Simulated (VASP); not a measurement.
# Sr in VASP: single point with PBEsol

Aim: the single point of Sr with PBEsol.

Everything below comes from runs of VASP 6.6.1. Logs are shortened: lines on timing, memory, paths and dates and some standing lists are left out, and cuts for length are marked.

**1. The cell of the first run**

The cell holds a slab with vacuum, 3 atoms: a = 4.218 Å, b = 4.218 Å, c = 22.887 Å, α = 90.00°, β = 90.00°, γ = 109.47°.

**2. Single point, PBEsol**

Contents of INCAR:

```
  PREC = Accurate
  ENCUT = 520
  EDIFF = 1E-6
  ISMEAR = -1
  SIGMA = 0.1
  LREAL = F
  LASPH = T
  NELM = 80
  ALGO = Normal
  ISIF = 2
  LWAVE = F
  LCHARG = T
  LDIPOL = T
  IDIPOL = 3
  DIPOL = 0.5 0.5 0.500
  GGA = PS
  LELF = T
  LVHAR = T
  LVACPOTAV = T
  NBANDS = 22
```

Contents of KPOINTS:

```
Automatic mesh
0
Gamma
  4 4 1
```

Contents of POSCAR:

```
Sr
1.0
    4.2175440000      0.0000000000      0.0000000000
   -1.4058479560      3.9763386320      0.0000000000
    0.0000000000      0.0000000000     22.8872206466
Sr
3
Direct
    0.0000000000      0.0000000000      0.3495400391
    0.5000000235      0.5000000235      0.5000000000
    0.0000000470      0.0000000470      0.6504599609
```

Potentials or basis: VASP PAW PBE potentials, release 64 (Sr_sv).

Launch:

```
$ cat potpaw_PBE.64/Sr_sv/POTCAR > POTCAR
$ mpirun -np 1 vasp_std > vasp.out
```

OUTCAR:

```text
PREC = Accurate
   ENCUT = 520
   EDIFF = 1E-6
   ISMEAR = -1
   LREAL = F
   LASPH = T
   NELM = 80
   ISIF = 2
   GGA = PS

 ion  position               nearest neighbor table
   1  0.000  0.000  0.350-   2 4.22   2 4.22   2 4.87   2 4.87
   2  0.500  0.500  0.500-   1 4.22   3 4.22   3 4.22   1 4.22   3 4.87   1 4.87   1 4.87   3 4.87

   3  0.000  0.000  0.650-   2 4.22   2 4.22   2 4.87   2 4.87

  LATTYP: Found a base centered orthorhombic cell.
 ALAT       =     4.8700003655
 B/A-ratio  =     1.4142135458
 C/A-ratio  =     4.6996342770

  Lattice vectors:

 A1 = (   4.2175440000,   0.0000000000,   0.0000000000)
 A2 = (  -1.4058479560,   3.9763386320,   0.0000000000)
 A3 = (   0.0000000000,   0.0000000000,  22.8872206466)

Analysis of symmetry for initial positions (statically):
=====================================================================
 Subroutine PRICEL returns:
 Original cell was already a primitive cell.

 Routine SETGRP: Setting up the symmetry group for a
 base centered orthorhombic supercell.

 Subroutine GETGRP returns: Found  8 space group operations
 (whereof  8 operations were pure point group operations)
 out of a pool of  8 trial point group operations.

The static configuration has the point symmetry D_2h.

Analysis of symmetry for dynamics (positions and initial velocities):
=====================================================================
 Subroutine PRICEL returns:
 Original cell was already a primitive cell.

 Routine SETGRP: Setting up the symmetry group for a
 base centered orthorhombic supercell.

 Subroutine GETGRP returns: Found  8 space group operations
 (whereof  8 operations were pure point group operations)
 out of a pool of  8 trial point group operations.

The dynamic configuration has the point symmetry D_2h.

 Subroutine INISYM returns: Found  8 space group operations
 (whereof  8 operations are pure point group operations),
 and found     1 'primitive' translations

----------------------------------------------------------------------------------------

                                     Primitive cell

  volume of cell :     383.8275

  direct lattice vectors                    reciprocal lattice vectors
     4.217544000  0.000000000  0.000000000     0.237104817  0.083829209  0.000000000
    -1.405847956  3.976338632  0.000000000     0.000000000  0.251487635  0.000000000
     0.000000000  0.000000000 22.887220647     0.000000000  0.000000000  0.043692505

  length of vectors
     4.217544000  4.217544000 22.887220647     0.251487635  0.251487635  0.043692505

  position of ions in fractional coordinates (direct lattice)
     0.000000000  0.000000000  0.349540039
     0.500000024  0.500000024  0.500000000
     0.000000047  0.000000047  0.650459961

  ion indices of the primitive-cell ions
   primitive index   ion index
                 1           1
                 2           2
                 3           3

----------------------------------------------------------------------------------------

 KPOINTS: Automatic mesh

Automatic generation of k-mesh.
 Grid dimensions read from file:
 generate k-points for:    4    4    1

 Generating k-lattice:

  Cartesian coordinates                     Fractional coordinates (reciprocal lattice)
     0.059276204  0.020957302  0.000000000     0.250000000  0.000000000  0.000000000
     0.000000000  0.062871909  0.000000000     0.000000000  0.250000000  0.000000000
     0.000000000  0.000000000  0.043692505     0.000000000  0.000000000  1.000000000

  Length of vectors
     0.062871909  0.062871909  0.043692505

  Shift w.r.t. Gamma in fractional coordinates (k-lattice)
     0.000000000  0.000000000  0.000000000

 Subroutine IBZKPT returns following result:
 ===========================================

 Found      7 irreducible k-points:

 Following reciprocal coordinates:
            Coordinates               Weight
  0.000000  0.000000  0.000000      1.000000
  0.250000  0.000000  0.000000      4.000000
  0.500000  0.000000  0.000000      2.000000
  0.250000  0.250000  0.000000      2.000000
  0.500000  0.250000  0.000000      4.000000
 -0.250000  0.250000  0.000000      2.000000
  0.500000  0.500000  0.000000      1.000000
   k-points           NKPTS =      7   k-points in BZ     NKDIM =      7   number of bands    NBANDS=     22
   number of dos      NEDOS =    301   number of ions     NIONS =      3
   total plane-waves  NPLWV = 184320
   dimension x,y,z NGX =    32 NGY =   32 NGZ =  180
   dimension x,y,z NGXF=    64 NGYF=   64 NGZF=  360
   ions per type =               3
   NGX,Y,Z   is equivalent  to a cutoff of  12.61, 12.61, 13.07 a.u.
   NGXF,Y,Z  is equivalent  to a cutoff of  25.23, 25.23, 26.15 a.u.
 SYSTEM =  unknown system
   PREC   = accura    normal or accurate (medium, high low for compatibility)
   ISTART =      0    job   : 0-new  1-cont  2-samecut
   ICHARG =      2    charge: 1-file 2-atom 10-const
   ISPIN  =      1    spin polarized calculation?
   LNONCOLLINEAR =      F non collinear calculations
   LSORBIT =      F    spin-orbit coupling
   LASPH  =      T    aspherical Exc in radial PAW
   ENCUT  =  520.0 eV  38.22 Ry    6.18 a.u.   7.84  7.84 42.56*2*pi/ulx,y,z
   NELM   =     80;   NELMIN=  2; NELMDL= -5     # of ELM steps
   EDIFF  = 0.1E-05   stopping-criterion for ELM
   LREAL  =      F    real-space projection
   EDIFFG = 0.1E-04   stopping-criterion for IOM
   NSW    =      0    number of steps for IOM
   IBRION =     -1    ionic relax: 0-MD 1-quasi-New 2-CG
   NFREE  =      0    steps in history (QN), initial steepest desc. (CG)
   ISIF   =      2    stress and relaxation
   ISYM   =      2    0-nonsym 1-usesym 2-fastsym
   POTIM  = 0.5000    time-step for ionic-motion
   TEBEG  =    0.0;   TEEND  =   0.0 temperature during run
   PSTRESS=    0.0 pullay stress
   NELECT =      30.0000    total number of electrons
   NUPDOWN=      -1.0000    fix difference up-down
   EMIN   =  10.00;   EMAX   =-10.00  energy-range for DOS
   EFERMI =   0.00;   METHOD = LEGACY
   ISMEAR =    -1;   SIGMA  =   0.10  broadening in eV -4-tet -1-fermi 0-gaus
   EFERMI_NEDOS =   21; number of points for ismear=-14 and -15
   IALGO  =     38    algorithm
   IMIX   =      4    mixing-type and parameters
     AMIX     =   0.40;   BMIX     =  1.00
     AMIX_MAG =   1.60;   BMIX_MAG =  1.00
  volume/ion in A,a.u.               =     127.94       863.40
  Fermi-wavevector in a.u.,A,eV,Ry     =   0.699955  1.322722  6.665991  0.489937
  Thomas-Fermi vector in A             =   1.783975
   LORBIT       =      0    0 simple, 1 ext, 2 COOP (PROOUT), +10 PAW based schemes
   GGA     = PS    functional components
   LHFCALC =     F    Hartree Fock is set to
   AEXX    =    0.0000 exact exchange contribution
   IVDW    =     0    specifies the selected vdW correction
   LEPSILON=     F    determine dielectric tensor
   LRPA    =     F    only Hartree local field effects (RPA)
 non-spin polarized calculation
  energy-cutoff  :      520.00
  volume of cell :      383.83
 maximum number of plane-waves:     10374
   NGX = 15   NGY = 15   NGZ = 85

 dipolmoment           0.000000      0.000000      0.000000 electrons x Angstroem

 number of electron      30.0000001 magnetization

 dipolmoment           0.000000      0.000000     -0.000000 electrons x Angstroem

 Free energy of the ion-electron system (eV)
  ---------------------------------------------------
  ext. energy  EPLUGINS =         0.00000000
  ---------------------------------------------------
  free energy    TOTEN  =        -4.71752161 eV

  energy without entropy =       -4.55976454  energy(sigma->0) =       -4.63864307

 E-fermi :  -0.7104     XC(G=0):  -3.9728

 val. band max:       -0.7235967187   @ k =   0.5000   0.5000   0.0000
 cond. band min:      -0.6594386531   @ k =   0.5000   0.5000   0.0000
 fundamental gap:      0.0641580656
 Fermi energy:        -0.7103528362

 k-point     1 :       0.0000    0.0000    0.0000
  band No.  band energies     occupation
      1     -37.7605      2.00000
      2     -37.7605      2.00000
      3     -37.3119      2.00000
      4     -19.8059      2.00000
      5     -19.7997      2.00000
      6     -19.6569      2.00000
[... 14 lines left out ...]
     21       1.2149      0.00000
     22       1.2977      0.00000

 k-point     2 :       0.2500    0.0000    0.0000
  band No.  band energies     occupation
      1     -37.7575      2.00000
      2     -37.7575      2.00000
      3     -37.3088      2.00000
      4     -19.7962      2.00000
      5     -19.7947      2.00000
      6     -19.7118      2.00000
[... 14 lines left out ...]
     21       0.8277      0.00000
     22       1.2936      0.00000

 k-point     3 :       0.5000    0.0000    0.0000
  band No.  band energies     occupation
      1     -37.7545      2.00000
      2     -37.7545      2.00000
      3     -37.3058      2.00000
      4     -19.7899      2.00000
      5     -19.7863      2.00000
      6     -19.7722      2.00000
[... 14 lines left out ...]
     21       0.4271      0.00002
     22       1.2016      0.00000

 k-point     4 :       0.2500    0.2500    0.0000
  band No.  band energies     occupation
      1     -37.7545      2.00000
      2     -37.7545      2.00000
      3     -37.3058      2.00000
      4     -19.7896      2.00000
      5     -19.7864      2.00000
      6     -19.7146      2.00000
[... 14 lines left out ...]
     21       0.5524      0.00001
     22       0.9157      0.00000

 k-point     5 :       0.5000    0.2500    0.0000
  band No.  band energies     occupation
      1     -37.7522      2.00000
      2     -37.7522      2.00000
      3     -37.3034      2.00000
      4     -19.7836      2.00000
      5     -19.7835      2.00000
      6     -19.7661      2.00000
[... 14 lines left out ...]
     21       0.7927      0.00000
     22       1.1009      0.00000

 k-point     6 :      -0.2500    0.2500    0.0000
  band No.  band energies     occupation
      1     -37.7552      2.00000
      2     -37.7552      2.00000
      3     -37.3065      2.00000
      4     -19.7931      2.00000
      5     -19.7887      2.00000
      6     -19.7153      2.00000
[... 14 lines left out ...]
     21       1.0754      0.00000
     22       1.2327      0.00000

 k-point     7 :       0.5000    0.5000    0.0000
  band No.  band energies     occupation
      1     -37.7499      2.00000
      2     -37.7498      2.00000
      3     -37.3010      2.00000
      4     -19.7860      2.00000
      5     -19.7854      2.00000
      6     -19.7805      2.00000
[... 14 lines left out ...]
     21       1.1292      0.00000
     22       1.3217      0.00000

------------------------ aborting loop because EDIFF is reached ----------------------------------------

  FORCE on cell =-STRESS in cart. coord.  units (eV):
  Direction    XX          YY          ZZ          XY          YZ          ZX
  --------------------------------------------------------------------------------------
  -------------------------------------------------------------------------------------
  Total       -1.0797289     -1.3442428     -1.4282087     -0.3740791      0.0000000      0.0000000
  in kB       -4.5070179     -5.6111550     -5.9616464     -1.5614857      0.0000000      0.0000000
  external PRESSURE =      -5.3599397 kB  Pullay stress =       0.0000000 kB

 VOLUME and BASIS-vectors are now :
 -----------------------------------------------------------------------------
  energy-cutoff  :      520.00
  volume of cell :      383.83
      direct lattice vectors                 reciprocal lattice vectors
     4.217544000  0.000000000  0.000000000     0.237104817  0.083829209  0.000000000
    -1.405847956  3.976338632  0.000000000     0.000000000  0.251487635  0.000000000
     0.000000000  0.000000000 22.887220647     0.000000000  0.000000000  0.043692505

 POSITION                                       TOTAL-FORCE (eV/Angst)
 -----------------------------------------------------------------------------------
      0.00000      0.00000      8.00000        -0.000000      0.000000      0.206492
      1.40585      1.98817     11.44361        -0.000000     -0.000000      0.000000
      0.00000      0.00000     14.88722         0.000000     -0.000000     -0.206492
 -----------------------------------------------------------------------------------
    total drift:                               -0.000160     -0.000226     -0.000000

  FREE ENERGIE OF THE ION-ELECTRON SYSTEM (eV)
  ---------------------------------------------------
  free  energy   TOTEN  =        -4.7175216096 eV

  energy  without entropy=       -4.5597645357  energy(sigma->0) =       -4.63864307

 vacuum level on the upper side and lower side of the slab         1.917         1.917
```

It took 2.2 min on 1 thread of Intel Xeon 8259CL, shared host; peak memory 0.43 GiB.

Results:

| Item | Value |
| --- | --- |
| Free energy | -4.7175 eV |
| Largest force | 0.206 eV/Å |

Forces in eV/Å, atoms in the order of the input:
```
Sr   0.000  0.000  0.206
Sr   0.000  0.000  0.000
Sr   0.000  0.000 -0.206
```

Levels at points of the mesh, in eV from the Fermi level:
```
           k point  band 13  band 14  band 15  band 16  band 17  band 18
(0.00, 0.00, 0.00)    -3.34    -2.68    -1.65     0.10     0.43     1.10
(0.50, 0.00, 0.00)    -1.03    -0.90    -0.86     0.15     0.39     0.56
(0.50, 0.50, 0.00)    -0.75    -0.21    -0.07    -0.01     0.05     0.92
```

Caveat: the k points lie up to 0.40 Å⁻¹ apart; the PAW data sets were made with another functional, which shifts forces and pressure a little.
